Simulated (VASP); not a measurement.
Input of a VASP 6.6.1 run:

INCAR

```
PREC     = Accurate       # precision mode
ENCUT    = 520            # plane-wave cutoff, eV
EDIFF    = 1E-6           # SCF threshold, eV
ISMEAR   = 0              # smearing method
SIGMA    = 0.05           # smearing width, eV
LREAL    = False          # projectors in reciprocal space
LASPH    = True           # aspherical terms in the spheres
NELM     = 80             # most SCF steps
ALGO     = Normal         # electronic algorithm
ISIF     = 2              # what is computed and relaxed
LWAVE    = False          # write WAVECAR
LCHARG   = False          # write CHGCAR
GGA      = PE             # functional
IVDW     = 12             # dispersion correction
NBANDS   = 20             # bands
```

File KPOINTS:

```
Automatic mesh
0
Gamma
  9 9 4
```

File POSCAR:

```
Al2O3
1.0
    2.8959000000      0.0000000000      0.0000000000
   -1.4479500000      2.5079229668      0.0000000000
    0.0000000000      0.0000000000      7.5151000000
Al O
2 3
Direct
    0.0000000000      0.0000000000      0.1907358529
    0.0000000000      0.0000000000      0.8092641471
    0.3333333333      0.6666666667      0.2840924954
    0.6666666667      0.3333333333      0.0000000000
    0.3333333333      0.6666666667      0.7159075046
```

Potentials or basis: VASP PAW PBE potentials, release 64 (Al, O).

Launch:

```bash
$ cat potpaw_PBE.64/Al/POTCAR potpaw_PBE.64/O/POTCAR > POTCAR
$ mpirun -np 1 vasp_std > vasp.out
```

What does it give for the dispersion energy per atom?

-0.185 eV.

What does it give for the pressure?

-7.3 GPa.

What does it give for the largest force?

0.602 eV/Å.

Predict the band gap on the k mesh.

4.31 eV, indirect (least direct gap 4.42 eV).

Forces in eV/Å, atoms in the order of the input:
```
Al   0.000  0.000 -0.065
Al   0.000  0.000  0.065
O    0.000  0.000 -0.602
O    0.000  0.000  0.000
O    0.000  0.000  0.602
```

A k mesh can miss the band edges.
